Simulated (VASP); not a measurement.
# ZnO (P6_3mc) in VASP: further runs

Runs on ZnO. Level: LDA. Tasks: single point.

Program: VASP 6.6.1. These are calculated values, not measurements. Logs are shortened: lines on timing, memory, paths and dates and some standing lists are left out, and cuts for length are marked.

## (1) The cell of the first run

Symmetry: P6_3mc, No. 186, hexagonal system. The conventional cell has a = 3.187 Å, b = 3.187 Å, c = 5.152 Å, α = 90.00°, β = 90.00°, γ = 120.00°. Zn (site symmetry 3m) has 4 O at 1.94 to 1.95 Å within 2.6 Å. O (site symmetry 3m) has 4 Zn at 1.94 to 1.95 Å within 2.6 Å.

## (2) Single point, LDA

File INCAR:

```
SYSTEM = ZnO
PREC = Accurate ; ENCUT = 520
EDIFF = 1E-7 ; ISMEAR = 0
SIGMA = 0.01 ; LREAL = .FALSE.
LASPH = .TRUE. ; NELM = 60
ALGO = Normal ; ISIF = 2
LWAVE = .FALSE. ; LCHARG = .FALSE.
NBANDS = 26
```

File KPOINTS:

```
regular mesh
0
G
  8 8 4
  0 0 0
```

File POSCAR:

```
ZnO
1.0
    3.1871458518      0.0000000000      0.0000000000
   -1.5935729259      2.7601492732      0.0000000000
    0.0000000000      0.0000000000      5.1524051692
Zn O
2 2
Direct
    0.3333333333      0.6666666667      0.5002826654
    0.6666666667      0.3333333333      0.0002826654
    0.6666666667      0.3333333333      0.3787273346
    0.3333333333      0.6666666667      0.8787273346
```

Potentials or basis: VASP PAW LDA potentials, release 64 (Zn, O).

Started as:

```
$ cat potpaw_LDA.64/Zn/POTCAR potpaw_LDA.64/O/POTCAR > POTCAR
$ mpirun -np 1 vasp_std > vasp.out
```

OUTCAR:

```text
SYSTEM = ZnO
   PREC = Accurate
   ENCUT = 520
   EDIFF = 1E-7
   ISMEAR = 0
   LREAL = .FALSE.
   LASPH = .TRUE.
   NELM = 60
   ISIF = 2

 ion  position               nearest neighbor table
   1  0.333  0.667  0.500-   3 1.94   3 1.94   3 1.94   4 1.95
   2  0.667  0.333  0.000-   4 1.94   4 1.94   4 1.94   3 1.95
   3  0.667  0.333  0.379-   1 1.94   1 1.94   1 1.94   2 1.95
   4  0.333  0.667  0.879-   2 1.94   2 1.94   2 1.94   1 1.95

  LATTYP: Found a hexagonal cell.
 ALAT       =     3.1871458518
 C/A-ratio  =     1.6166204525

  Lattice vectors:

 A1 = (   3.1871458518,   0.0000000000,   0.0000000000)
 A2 = (  -1.5935729259,   2.7601492732,   0.0000000000)
 A3 = (   0.0000000000,   0.0000000000,   5.1524051692)

Analysis of symmetry for initial positions (statically):
=====================================================================
 Subroutine PRICEL returns:
 Original cell was already a primitive cell.

 Routine SETGRP: Setting up the symmetry group for a
 hexagonal supercell.

 Subroutine GETGRP returns: Found 12 space group operations
 (whereof  6 operations were pure point group operations)
 out of a pool of 24 trial point group operations.

The static configuration has the point symmetry C_3v.
 The point group associated with its full space group is C_6v.

Analysis of symmetry for dynamics (positions and initial velocities):
=====================================================================
 Subroutine PRICEL returns:
 Original cell was already a primitive cell.

 Routine SETGRP: Setting up the symmetry group for a
 hexagonal supercell.

 Subroutine GETGRP returns: Found 12 space group operations
 (whereof  6 operations were pure point group operations)
 out of a pool of 24 trial point group operations.

The dynamic configuration has the point symmetry C_3v.
 The point group associated with its full space group is C_6v.

 Subroutine INISYM returns: Found 12 space group operations
 (whereof  6 operations are pure point group operations),
 and found     1 'primitive' translations

----------------------------------------------------------------------------------------

                                     Primitive cell

  volume of cell :      45.3257

  direct lattice vectors                    reciprocal lattice vectors
     3.187145852  0.000000000  0.000000000     0.313760351  0.181149623  0.000000000
    -1.593572926  2.760149273  0.000000000     0.000000000  0.362299246  0.000000000
     0.000000000  0.000000000  5.152405169     0.000000000  0.000000000  0.194084116

  length of vectors
     3.187145852  3.187145852  5.152405169     0.362299246  0.362299246  0.194084116

  position of ions in fractional coordinates (direct lattice)
     0.333333333  0.666666667  0.500282665
     0.666666667  0.333333333  0.000282665
     0.666666667  0.333333333  0.378727335
     0.333333333  0.666666667  0.878727335

  ion indices of the primitive-cell ions
   primitive index   ion index
                 1           1
                 2           2
                 3           3
                 4           4

----------------------------------------------------------------------------------------

 KPOINTS: regular mesh

Automatic generation of k-mesh.
 Grid dimensions read from file:
 generate k-points for:    8    8    4

 Generating k-lattice:

  Cartesian coordinates                     Fractional coordinates (reciprocal lattice)
     0.039220044  0.022643703  0.000000000     0.125000000  0.000000000  0.000000000
     0.000000000  0.045287406  0.000000000     0.000000000  0.125000000  0.000000000
     0.000000000  0.000000000  0.048521029     0.000000000  0.000000000  0.250000000

  Length of vectors
     0.045287406  0.045287406  0.048521029

  Shift w.r.t. Gamma in fractional coordinates (k-lattice)
     0.000000000  0.000000000  0.000000000

 Subroutine IBZKPT returns following result:
 ===========================================

 Found     30 irreducible k-points:

 Following reciprocal coordinates:
            Coordinates               Weight
  0.000000  0.000000  0.000000      1.000000
  0.125000  0.000000  0.000000      6.000000
  0.250000  0.000000  0.000000      6.000000
  0.375000  0.000000  0.000000      6.000000
  0.500000  0.000000  0.000000      3.000000
  0.125000  0.125000  0.000000      6.000000
[... 16 lines left out ...]
  0.250000  0.000000  0.500000      6.000000
  0.375000  0.000000  0.500000      6.000000
 [... further k-points ...]
   k-points           NKPTS =     30   k-points in BZ     NKDIM =     30   number of bands    NBANDS=     26
   number of dos      NEDOS =    301   number of ions     NIONS =      4
   total plane-waves  NPLWV =  23040
   dimension x,y,z NGX =    24 NGY =   24 NGZ =   40
   dimension x,y,z NGXF=    48 NGYF=   48 NGZF=   80
   ions per type =               2   2
   NGX,Y,Z   is equivalent  to a cutoff of  12.52, 12.52, 12.91 a.u.
   NGXF,Y,Z  is equivalent  to a cutoff of  25.04, 25.04, 25.81 a.u.
 SYSTEM =  ZnO
   PREC   = accura    normal or accurate (medium, high low for compatibility)
   ISTART =      0    job   : 0-new  1-cont  2-samecut
   ICHARG =      2    charge: 1-file 2-atom 10-const
   ISPIN  =      1    spin polarized calculation?
   LNONCOLLINEAR =      F non collinear calculations
   LSORBIT =      F    spin-orbit coupling
   LASPH  =      T    aspherical Exc in radial PAW
   ENCUT  =  520.0 eV  38.22 Ry    6.18 a.u.   5.93  5.93  9.58*2*pi/ulx,y,z
   NELM   =     60;   NELMIN=  2; NELMDL= -5     # of ELM steps
   EDIFF  = 0.1E-06   stopping-criterion for ELM
   LREAL  =      F    real-space projection
   EDIFFG = 0.1E-05   stopping-criterion for IOM
   NSW    =      0    number of steps for IOM
   IBRION =     -1    ionic relax: 0-MD 1-quasi-New 2-CG
   NFREE  =      0    steps in history (QN), initial steepest desc. (CG)
   ISIF   =      2    stress and relaxation
   ISYM   =      2    0-nonsym 1-usesym 2-fastsym
   POTIM  = 0.5000    time-step for ionic-motion
   TEBEG  =    0.0;   TEEND  =   0.0 temperature during run
   PSTRESS=    0.0 pullay stress
   NELECT =      36.0000    total number of electrons
   NUPDOWN=      -1.0000    fix difference up-down
   EMIN   =  10.00;   EMAX   =-10.00  energy-range for DOS
   EFERMI =   0.00;   METHOD = LEGACY
   ISMEAR =     0;   SIGMA  =   0.01  broadening in eV -4-tet -1-fermi 0-gaus
   EFERMI_NEDOS =   21; number of points for ismear=-14 and -15
   IALGO  =     38    algorithm
   IMIX   =      4    mixing-type and parameters
     AMIX     =   0.40;   BMIX     =  1.00
     AMIX_MAG =   1.60;   BMIX_MAG =  1.00
  volume/ion in A,a.u.               =      11.33        76.47
  Fermi-wavevector in a.u.,A,eV,Ry     =   1.516099  2.865011 31.273746  2.298555
  Thomas-Fermi vector in A             =   2.625534
   LORBIT       =      0    0 simple, 1 ext, 2 COOP (PROOUT), +10 PAW based schemes
   GGA     = CA    functional components
   LHFCALC =     F    Hartree Fock is set to
   AEXX    =    0.0000 exact exchange contribution
   IVDW    =     0    specifies the selected vdW correction
   LEPSILON=     F    determine dielectric tensor
   LRPA    =     F    only Hartree local field effects (RPA)
 non-spin polarized calculation
 Gauss-broadening in eV      SIGMA  =   0.01
  energy-cutoff  :      520.00
  volume of cell :       45.33
 maximum number of plane-waves:      1238
 NGX is ok and might be reduce to    24
   NGX = 11   NGY = 11   NGZ = 19

 number of electron      35.9999984 magnetization

 Free energy of the ion-electron system (eV)
  ---------------------------------------------------
  ext. energy  EPLUGINS =         0.00000000
  ---------------------------------------------------
  free energy    TOTEN  =       -21.15619278 eV

  energy without entropy =      -21.15619278  energy(sigma->0) =      -21.15619278

 E-fermi :   1.4546     XC(G=0): -11.7252

 val. band max:        1.3515512761   @ k =   0.0000   0.0000   0.0000
 cond. band min:       2.1605414190   @ k =   0.0000   0.0000   0.0000
 fundamental gap:      0.8089901428
 Fermi energy:         1.4545699882

 k-point     1 :       0.0000    0.0000    0.0000
  band No.  band energies     occupation
      1     -16.8728      2.00000
      2     -16.0298      2.00000
      3      -4.7731      2.00000
      4      -4.6808      2.00000
      5      -4.6808      2.00000
      6      -4.6421      2.00000
[... 18 lines left out ...]
     25      15.6624      0.00000
     26      15.6625      0.00000

 k-point     2 :       0.1250    0.0000    0.0000
  band No.  band energies     occupation
      1     -16.7736      2.00000
      2     -15.9853      2.00000
      3      -4.8013      2.00000
      4      -4.6288      2.00000
      5      -4.6286      2.00000
      6      -4.5901      2.00000
[... 18 lines left out ...]
     25      15.5974      0.00000
     26      15.8394      0.00000

 k-point     3 :       0.2500    0.0000    0.0000
  band No.  band energies     occupation
      1     -16.5173      2.00000
      2     -15.8858      2.00000
      3      -4.9982      2.00000
      4      -4.6151      2.00000
      5      -4.5158      2.00000
      6      -4.4128      2.00000
[... 18 lines left out ...]
     25      14.8224      0.00000
     26      15.6997      0.00000

 k-point     4 :       0.3750    0.0000    0.0000
  band No.  band energies     occupation
      1     -16.2196      2.00000
      2     -15.8123      2.00000
      3      -5.0648      2.00000
      4      -4.7102      2.00000
      5      -4.4327      2.00000
      6      -4.1892      2.00000
[... 18 lines left out ...]
     25      14.7563      0.00000
     26      15.6755      0.00000
[... 496 lines left out ...]
      1     -16.3901      2.00000
      2     -16.3901      2.00000
      3      -5.0105      2.00000
      4      -5.0105      2.00000
      5      -4.5586      2.00000
      6      -4.5586      2.00000
[... 18 lines left out ...]
     25      14.7633      0.00000
     26      14.7633      0.00000

 k-point    23 :       0.2500    0.0000    0.5000
  band No.  band energies     occupation
      1     -16.2032      2.00000
      2     -16.2032      2.00000
      3      -5.1197      2.00000
      4      -5.1197      2.00000
      5      -4.4157      2.00000
      6      -4.4157      2.00000
[... 18 lines left out ...]
     25      15.0188      0.00000
     26      15.0188      0.00000

 k-point    24 :       0.3750    0.0000    0.5000
  band No.  band energies     occupation
      1     -16.0084      2.00000
      2     -16.0084      2.00000
      3      -5.1901      2.00000
      4      -5.1901      2.00000
      5      -4.2219      2.00000
      6      -4.2219      2.00000
[... 18 lines left out ...]
     25      15.1512      0.00000
     26      15.1512      0.00000

 [... further k-points ...]
[... 5 lines left out ...]
  --------------------------------------------------------------------------------------
  -------------------------------------------------------------------------------------
  Total        0.3671512      0.3671512      0.3603970      0.0000000     -0.0000000      0.0000000
  in kB       12.9780962     12.9780962     12.7393478      0.0000000     -0.0000000      0.0000000
  external PRESSURE =      12.8985134 kB  Pullay stress =       0.0000000 kB

 VOLUME and BASIS-vectors are now :
 -----------------------------------------------------------------------------
  energy-cutoff  :      520.00
  volume of cell :       45.33
      direct lattice vectors                 reciprocal lattice vectors
     3.187145852  0.000000000  0.000000000     0.313760351  0.181149623  0.000000000
    -1.593572926  2.760149273  0.000000000     0.000000000  0.362299246  0.000000000
     0.000000000  0.000000000  5.152405169     0.000000000  0.000000000  0.194084116

 POSITION                                       TOTAL-FORCE (eV/Angst)
 -----------------------------------------------------------------------------------
     -0.00000      1.84010      2.57766        -0.000000      0.000000      0.001590
      1.59357      0.92005      0.00146         0.000000      0.000000      0.001590
      1.59357      0.92005      1.95136         0.000000      0.000000     -0.001590
     -0.00000      1.84010      4.52756        -0.000000      0.000000     -0.001590
 -----------------------------------------------------------------------------------
    total drift:                                0.000001      0.000001      0.000006

  FREE ENERGIE OF THE ION-ELECTRON SYSTEM (eV)
  ---------------------------------------------------
  free  energy   TOTEN  =       -21.1561927767 eV

  energy  without entropy=      -21.1561927767  energy(sigma->0) =      -21.15619278
```

Run time: 44 s. Hardware: 1 thread of Intel Xeon 8259CL, shared host; peak memory 0.16 GiB.

Results:

```
Free energy            : -21.1562 eV
Pressure               : 1.3 GPa
Band gap on the k mesh : 0.81 eV, direct
```

Levels at points of the mesh, in eV from the valence-band top:
| k point | band 14 | band 15 | band 16 | band 17 | band 18 | band 19 | band 20 | band 21 | band 22 | band 23 |
| --- | --- | --- | --- | --- | --- | --- | --- | --- | --- | --- |
| (0.00, 0.00, 0.00) | -0.86 | -0.86 | -0.10 | 0.00 | 0.00 | 0.81 | 5.29 | 8.20 | 12.96 | 12.96 |
| (0.50, 0.00, 0.00) | -3.77 | -3.03 | -2.45 | -1.41 | -0.91 | 5.89 | 6.77 | 7.45 | 8.72 | 10.66 |
| (0.00, 0.00, 0.50) | -2.32 | -0.43 | -0.43 | -0.43 | -0.43 | 3.49 | 3.49 | 10.06 | 10.06 | 13.27 |
| (0.50, 0.00, 0.50) | -3.93 | -1.63 | -1.63 | -1.50 | -1.50 | 5.64 | 5.64 | 8.58 | 8.58 | 11.30 |

## (3) Single point, LDA

This run uses another cell than the first one, of 11.48 Å³/atom, 1.013 times its volume.

File INCAR:

```
SYSTEM = ZnO
  ALGO = Normal
  EDIFF = 1E-6
  ENCUT = 520
  GGA = CA
  ISIF = 2
  ISMEAR = 0
  LASPH = .TRUE.
  LCHARG = .FALSE.
  LREAL = .FALSE.
  LWAVE = .FALSE.
  NBANDS = 26
  NELM = 60
  PREC = Accurate
  SIGMA = 0.01
```

File KPOINTS:

```
k-points
0
G
  8 8 4
  0 0 0
```

File POSCAR:

```
ZnO
1.0
    3.2006156128      0.0000000000      0.0000000000
   -1.6003078064      2.7718144284      0.0000000000
    0.0000000000      0.0000000000      5.1741698040
Zn O
2 2
Direct
    0.3333333333      0.6666666667      0.5002674079
    0.6666666667      0.3333333333      0.0002674079
    0.6666666667      0.3333333333      0.3787425921
    0.3333333333      0.6666666667      0.8787425921
```

Potentials or basis: VASP PAW LDA potentials, release 64 (Zn, O).

Started as:

```
$ cat potpaw_LDA.64/Zn/POTCAR potpaw_LDA.64/O/POTCAR > POTCAR
$ mpirun -np 1 vasp_std > vasp.out
```

Run time: 38 s. Hardware: 1 thread of Intel Xeon 8259CL, shared host; peak memory 0.15 GiB.

The run converged. Its results:

```yaml
Free_energy: -21.1578 eV
Pressure: -0.8 GPa
Band_gap_on_the_k_mesh: 0.79 eV, direct
```

Levels at points of the mesh, in eV from the valence-band top:
```csv
k point,band 14,band 15,band 16,band 17,band 18,band 19,band 20,band 21,band 22,band 23
"(0.00, 0.00, 0.00)",-0.85,-0.85,-0.10,0.00,0.00,0.79,5.25,8.16,12.90,12.90
"(0.50, 0.00, 0.00)",-3.72,-2.99,-2.41,-1.38,-0.89,5.84,6.76,7.44,8.63,10.59
"(0.00, 0.00, 0.50)",-2.32,-0.42,-0.42,-0.42,-0.42,3.46,3.46,10.01,10.01,13.20
"(0.50, 0.00, 0.50)",-3.91,-1.60,-1.60,-1.47,-1.47,5.62,5.62,8.51,8.51,11.25
```
